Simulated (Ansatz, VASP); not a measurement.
# Ge: VASP beside Ansatz

```xyz
2
Lattice="0.0000 2.7923 3.1525 2.7923 0.0000 3.1525 2.7923 2.7923 0.0000" Properties=species:S:1:pos:R:3 pbc="T T T"
Ge    2.7923    2.7923    3.1525
Ge    4.1884    4.1884    4.7287
```

Alike in both runs: task single point; functional LDA; k mesh 16 × 16 × 16; occupations gaussian, width 0.15 eV; no spin polarisation.

|  | VASP | Ansatz |
| --- | --- | --- |
| version | VASP 6.6.1 | Ansatz 0.2.0 |
| potentials or method | VASP PAW LDA potentials, release 64 (Ge_d), cutoff 520 eV | scalar-relativistic, plane waves, PAW |
| valence electrons in the cell | 28 | 28 |

```csv
,VASP,Ansatz,Ansatz less VASP
gap on the k mesh at the Fermi level (eV),none,none,-
pressure (GPa),-5.5,-5.5,-0.05
"traceless stress, the component that is largest in VASP (GPa)",-6.08,-6.06,+0.025
```

LDA's correlation is that of Perdew and Zunger in VASP and of Perdew and Wang (1992) in Ansatz. A gap of «none» marks a metal or a gap that the smearing closes.
